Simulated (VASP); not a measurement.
# Ge in VASP: notebook

The runs below take Ge through single point, with PBEsol, r2SCAN.

All numbers are computed with VASP 6.6.1; they aren't measurements. Logs are shortened: lines on timing, memory, paths and dates and some standing lists are left out, and cuts for length are marked.

**1. The cell of the first run**

The typed cell holds 2 atoms: a = 2.850 Å, b = 2.850 Å, c = 5.219 Å, α = 90.00°, β = 90.00°, γ = 120.00°.

**2. Single point, PBEsol**

Input file INCAR:

```
SYSTEM = Ge
ALGO = Normal
EDIFF = 1E-7
ENCUT = 520
GGA = PS
ISIF = 2
ISMEAR = -1
LASPH = .TRUE.
LCHARG = .TRUE.
LELF = .TRUE.
LREAL = .FALSE.
LVHAR = .TRUE.
LWAVE = .FALSE.
NBANDS = 21
NELM = 80
PREC = Accurate
SIGMA = 0.05
```

Input file KPOINTS:

```
k-points
0
G
  10 10 6
  0 0 0
```

Input file POSCAR:

```
Ge
1.0
    1.4249105831     -2.4681483352      0.0000000000
    1.4249105831      2.4681483352      0.0000000000
    0.0000000000      0.0000000000      5.2191770649
Ge
2
Direct
    0.4998367413      0.5001632587      0.2500000000
    0.5001632587      0.4998367413      0.7500000000
```

Potentials or basis: VASP PAW PBE potentials, release 64 (Ge_d).

The run is started by

```console
cat potpaw_PBE.64/Ge_d/POTCAR > POTCAR
mpirun -np 1 vasp_std > vasp.out
```

OUTCAR:

```text
SYSTEM = Ge
   EDIFF = 1E-7
   ENCUT = 520
   GGA = PS
   ISIF = 2
   ISMEAR = -1
   LASPH = .TRUE.
   LREAL = .FALSE.
   NELM = 80
   PREC = Accurate

 ion  position               nearest neighbor table
   1  0.500  0.500  0.250-   2 2.61   2 2.61
   2  0.500  0.500  0.750-   1 2.61   1 2.61

  LATTYP: Found a base centered orthorhombic cell.
 ALAT       =     2.8498211662
 B/A-ratio  =     1.7321426091
 C/A-ratio  =     1.8314051165

  Lattice vectors:

 A1 = (   1.4249105831,  -2.4681483352,   0.0000000000)
 A2 = (   1.4249105831,   2.4681483352,   0.0000000000)
 A3 = (   0.0000000000,   0.0000000000,   5.2191770649)

Analysis of symmetry for initial positions (statically):
=====================================================================
 Subroutine PRICEL returns:
 Original cell was already a primitive cell.

 Routine SETGRP: Setting up the symmetry group for a
 base centered orthorhombic supercell.

 Subroutine GETGRP returns: Found  8 space group operations
 (whereof  4 operations were pure point group operations)
 out of a pool of  8 trial point group operations.

The static configuration has the point symmetry C_2h.
 The point group associated with its full space group is D_2h.

Analysis of symmetry for dynamics (positions and initial velocities):
=====================================================================
 Subroutine PRICEL returns:
 Original cell was already a primitive cell.

 Routine SETGRP: Setting up the symmetry group for a
 base centered orthorhombic supercell.

 Subroutine GETGRP returns: Found  8 space group operations
 (whereof  4 operations were pure point group operations)
 out of a pool of  8 trial point group operations.

The dynamic configuration has the point symmetry C_2h.
 The point group associated with its full space group is D_2h.

 Subroutine INISYM returns: Found  8 space group operations
 (whereof  4 operations are pure point group operations),
 and found     1 'primitive' translations

----------------------------------------------------------------------------------------

                                     Primitive cell

  volume of cell :      36.7106

  direct lattice vectors                    reciprocal lattice vectors
     1.424910583 -2.468148335  0.000000000     0.350899211 -0.202581017  0.000000000
     1.424910583  2.468148335  0.000000000     0.350899211  0.202581017  0.000000000
     0.000000000  0.000000000  5.219177065     0.000000000  0.000000000  0.191601087

  length of vectors
[... 75 lines left out ...]
   ICHARG =      2    charge: 1-file 2-atom 10-const
   ISPIN  =      1    spin polarized calculation?
   LNONCOLLINEAR =      F non collinear calculations
   LSORBIT =      F    spin-orbit coupling
   LASPH  =      T    aspherical Exc in radial PAW
   ENCUT  =  520.0 eV  38.22 Ry    6.18 a.u.   5.30  5.30  9.70*2*pi/ulx,y,z
   NELM   =     80;   NELMIN=  2; NELMDL= -5     # of ELM steps
   EDIFF  = 0.1E-06   stopping-criterion for ELM
   LREAL  =      F    real-space projection
   EDIFFG = 0.1E-05   stopping-criterion for IOM
   NSW    =      0    number of steps for IOM
   IBRION =     -1    ionic relax: 0-MD 1-quasi-New 2-CG
   NFREE  =      0    steps in history (QN), initial steepest desc. (CG)
   ISIF   =      2    stress and relaxation
   ISYM   =      2    0-nonsym 1-usesym 2-fastsym
   POTIM  = 0.5000    time-step for ionic-motion
   TEBEG  =    0.0;   TEEND  =   0.0 temperature during run
   PSTRESS=    0.0 pullay stress
   NELECT =      28.0000    total number of electrons
   NUPDOWN=      -1.0000    fix difference up-down
   EMIN   =  10.00;   EMAX   =-10.00  energy-range for DOS
   EFERMI =   0.00;   METHOD = LEGACY
   ISMEAR =    -1;   SIGMA  =   0.05  broadening in eV -4-tet -1-fermi 0-gaus
   EFERMI_NEDOS =   21; number of points for ismear=-14 and -15
   IALGO  =     38    algorithm
   IMIX   =      4    mixing-type and parameters
     AMIX     =   0.40;   BMIX     =  1.00
     AMIX_MAG =   1.60;   BMIX_MAG =  1.00
  volume/ion in A,a.u.               =      18.36       123.87
  Fermi-wavevector in a.u.,A,eV,Ry     =   1.495767  2.826589 30.440562  2.237318
  Thomas-Fermi vector in A             =   2.607869
   LORBIT       =      0    0 simple, 1 ext, 2 COOP (PROOUT), +10 PAW based schemes
   GGA     = PS    functional components
   LHFCALC =     F    Hartree Fock is set to
   AEXX    =    0.0000 exact exchange contribution
   IVDW    =     0    specifies the selected vdW correction
   LEPSILON=     F    determine dielectric tensor
   LRPA    =     F    only Hartree local field effects (RPA)
 non-spin polarized calculation
  energy-cutoff  :      520.00
  volume of cell :       36.71
 maximum number of plane-waves:      1002
 NGX is ok and might be reduce to    24
   NGX = 11   NGY = 11   NGZ = 19

 number of electron      28.0000030 magnetization

 Free energy of the ion-electron system (eV)
  ---------------------------------------------------
  ext. energy  EPLUGINS =         0.00000000
  ---------------------------------------------------
  free energy    TOTEN  =        -9.49351276 eV

  energy without entropy =       -9.48819050  energy(sigma->0) =       -9.49085163

 E-fermi :   6.8095     XC(G=0): -11.5217

 val. band max:        6.7959118624   @ k =   0.3000   0.0000   0.5000
 cond. band min:       6.9342013264   @ k =   0.5000   0.3000   0.1667
 fundamental gap:      0.1382894641
 Fermi energy:         6.8095130724

 k-point     1 :       0.0000    0.0000    0.0000
  band No.  band energies     occupation
      1     -17.9451      2.00000
      2     -17.8241      2.00000
      3     -17.8241      2.00000
      4     -17.8105      2.00000
      5     -17.8105      2.00000
      6     -17.7529      2.00000
[... 565 lines left out ...]
     20      18.8127      0.00000
     21      23.9351      0.00000

 [... further k-points ...]
[... 5 lines left out ...]
  --------------------------------------------------------------------------------------
  -------------------------------------------------------------------------------------
  Total       -0.0112143     -0.0118508     -0.0297525      0.0000000     -0.0000000      0.0000000
  in kB       -0.4894296     -0.5172099     -1.2985034      0.0000000     -0.0000000      0.0000000
  external PRESSURE =      -0.7683810 kB  Pullay stress =       0.0000000 kB

 VOLUME and BASIS-vectors are now :
 -----------------------------------------------------------------------------
  energy-cutoff  :      520.00
  volume of cell :       36.71
      direct lattice vectors                 reciprocal lattice vectors
     1.424910583 -2.468148335  0.000000000     0.350899211 -0.202581017  0.000000000
     1.424910583  2.468148335  0.000000000     0.350899211  0.202581017  0.000000000
     0.000000000  0.000000000  5.219177065     0.000000000  0.000000000  0.191601087

 POSITION                                       TOTAL-FORCE (eV/Angst)
 -----------------------------------------------------------------------------------
      1.42491      0.00081      1.30479         0.000000     -0.000291     -0.000000
      1.42491     -0.00081      3.91438         0.000000      0.000291      0.000000
 -----------------------------------------------------------------------------------
    total drift:                                0.000000     -0.000000      0.000000

  FREE ENERGIE OF THE ION-ELECTRON SYSTEM (eV)
  ---------------------------------------------------
  free  energy   TOTEN  =        -9.4935127632 eV

  energy  without entropy=       -9.4881904959  energy(sigma->0) =       -9.49085163
```

OSZICAR:

```text
N       E                     dE             d eps       ncg     rms          rms(c)
DAV:   1     0.174769811356E+03    0.17477E+03   -0.14287E+04  5991   0.384E+03
DAV:   2     0.139958177583E+02   -0.16077E+03   -0.15529E+03  5243   0.585E+02
DAV:   3    -0.889287224395E+01   -0.22889E+02   -0.22648E+02  5874   0.132E+02
DAV:   4    -0.953168223155E+01   -0.63881E+00   -0.63842E+00  5900   0.255E+01
DAV:   5    -0.954094527579E+01   -0.92630E-02   -0.92628E-02  5875   0.333E+00    0.215E+00
DAV:   6    -0.950688742531E+01    0.34058E-01   -0.34330E-02  7083   0.328E+00    0.116E+00
DAV:   7    -0.949401421475E+01    0.12873E-01   -0.19411E-02  7019   0.213E+00    0.133E-01
DAV:   8    -0.949350880389E+01    0.50541E-03   -0.25272E-03  6477   0.899E-01    0.406E-02
DAV:   9    -0.949351266012E+01   -0.38562E-05   -0.62408E-05  6051   0.826E-02    0.868E-03
DAV:  10    -0.949351282475E+01   -0.16463E-06   -0.38727E-06  6991   0.264E-02    0.242E-03
DAV:  11    -0.949351276317E+01    0.61589E-07   -0.14891E-07  4655   0.438E-03
   1 F= -.94935128E+01 E0= -.94908516E+01  d E =-.532227E-02
```

Wall time 42 s (1 thread of Intel Xeon Platinum 8488C (Sapphire Rapids), shared host); peak memory 0.21 GiB.

What came out:

```yaml
Free_energy: -9.4935 eV
Pressure: -0.1 GPa
Band_gap_on_the_k_mesh: zero (band 14 reaches 14.28 eV, above the bottom of band 15 at 4.70 eV)
```

Caveat: the PAW data sets were made with another functional, which shifts forces and pressure a little.

**3. Single point, r2SCAN**

This run uses another cell than the first one, of 18.65 Å³/atom, 1.016 times its volume.

Input file POSCAR:

```
Ge
1.0
    1.4351645168     -2.4854370626      0.0000000000
    1.4351645168      2.4854370626      0.0000000000
    0.0000000000      0.0000000000      5.2289352081
Ge
2
Direct
    0.4999610083      0.5000389917      0.2500000000
    0.5000389917      0.4999610083      0.7500000000
```

Input file INCAR.step1:

```
SYSTEM = Ge
ALGO = Normal
EDIFF = 1E-4
ENCUT = 520
GGA = PE
ISMEAR = -1
LASPH = .True.
LCHARG = .False.
LREAL = .False.
LWAVE = .True.
NBANDS = 21
NELM = 100
PREC = Accurate
SIGMA = 0.05
```

Input file INCAR.step2:

```
SYSTEM = Ge
ALGO = Normal
EDIFF = 1E-6
ENCUT = 520
ISIF = 2
ISMEAR = -1
ISTART = 1
LASPH = .True.
LCHARG = .False.
LMIXTAU = .True.
LREAL = .False.
LWAVE = .False.
METAGGA = R2SCAN
NBANDS = 21
NELM = 100
PREC = Accurate
SIGMA = 0.05
```

Input file KPOINTS:

```
k-points
0
Gamma
  10 10 6
  0 0 0
```

Potentials or basis: VASP PAW PBE potentials, release 64 (Ge_d).

The run is started by

```console
cat potpaw_PBE.64/Ge_d/POTCAR > POTCAR
cp INCAR.step1 INCAR
mpirun -np 1 vasp_std > vasp.out
cp INCAR.step2 INCAR
mpirun -np 1 vasp_std > vasp.out
```

Wall time 2.5 min (1 thread of Intel Xeon Platinum 8488C (Sapphire Rapids), shared host); peak memory 0.21 GiB.

The run converged. Its results:

| Property | Result |
| --- | --- |
| Free energy | -26.9692 eV |
| Pressure | -0.1 GPa |
| Band gap on the k mesh | zero (band 14 reaches 14.56 eV, above the bottom of band 15 at 4.36 eV) |

Stress tensor (GPa, compression positive):
```
-0.16  0.00  0.00
 0.00 -0.15  0.00
 0.00  0.00 -0.07
```

Levels at points of the mesh, in eV from the Fermi level:
| k point | band 10 | band 11 | band 12 | band 13 | band 14 | band 15 | band 16 | band 17 | band 18 | band 19 |
| --- | --- | --- | --- | --- | --- | --- | --- | --- | --- | --- |
| (0.00, 0.00, 0.00) | -25.27 | -13.93 | -9.47 | -6.26 | 7.91 | 8.38 | 8.39 | 11.13 | 11.91 | 11.91 |
| (0.50, 0.00, 0.00) | -25.19 | -8.74 | -5.99 | -3.71 | -2.49 | -2.29 | 3.89 | 4.09 | 7.55 | 8.38 |
| (0.50, 0.50, 0.00) | -25.19 | -8.74 | -5.99 | -3.71 | -2.48 | -2.29 | 3.89 | 4.08 | 7.55 | 8.37 |
| (0.00, 0.00, 0.50) | -25.32 | -12.54 | -12.54 | -0.30 | -0.30 | 9.73 | 9.73 | 9.73 | 9.73 | 15.58 |
| (0.50, 0.00, 0.50) | -25.31 | -7.36 | -7.36 | -4.68 | -4.68 | 4.18 | 4.18 | 5.40 | 5.40 | 8.83 |
| (0.50, 0.50, 0.50) | -25.31 | -7.35 | -7.35 | -4.68 | -4.68 | 4.18 | 4.18 | 5.40 | 5.40 | 8.83 |

Caveat: the PAW data sets were made with another functional, which shifts forces and pressure a little.
